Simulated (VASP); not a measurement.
Input of a VASP 6.6.1 run:

The input INCAR:

```
SYSTEM = SnTe
PREC = Accurate
ENCUT = 600
EDIFF = 1E-6
ISMEAR = 0
SIGMA = 0.01
LREAL = .FALSE.
LASPH = .TRUE.
NELM = 60
ALGO = Normal
ISIF = 3
LWAVE = .FALSE.
LCHARG = .FALSE.
GGA = PE
IBRION = 2
NSW = 80
EDIFFG = -0.01
```

File KPOINTS:

```
Automatic mesh
0
G
  10 10 10
  0 0 0
```

File POSCAR:

```
SnTe
1.0
    0.0000000000      3.2296140243      3.2296140243
    3.2296140243      0.0000000000      3.2296140243
    3.2296140243      3.2296140243      0.0000000000
Te Sn
1 1
Direct
    0.0000000000      0.0000000000      0.0000000000
    0.5000000000      0.5000000000      0.5000000000
```

Potentials or basis: VASP PAW PBE potentials, release 64 (Te, Sn_d).

Launch:

```console
$ cat potpaw_PBE.64/Te/POTCAR potpaw_PBE.64/Sn_d/POTCAR > POTCAR
$ mpirun -np 1 vasp_std > vasp.out
```

Question: Predict the relaxed volume.

Answer: 32.93 Å³/atom.

Question: Estimate the band gap on the k mesh.

Answer: 0.05 eV.

Step by step:
| step | energy change (eV) | largest force (eV/Å) | pressure (GPa) | volume (Å³) |
| --- | --- | --- | --- | --- |
| 1 | 0.0000 | 0.0000 | -0.91 | 67.37 |
| 2 | -0.0040 | 0.0000 | 0.20 | 65.52 |
| 3 | -0.0042 | 0.0000 | 0.00 | 65.86 |

Caveat: spin-orbit coupling is left out, which moves the levels of the heavy elements. A k mesh can miss the band edges.
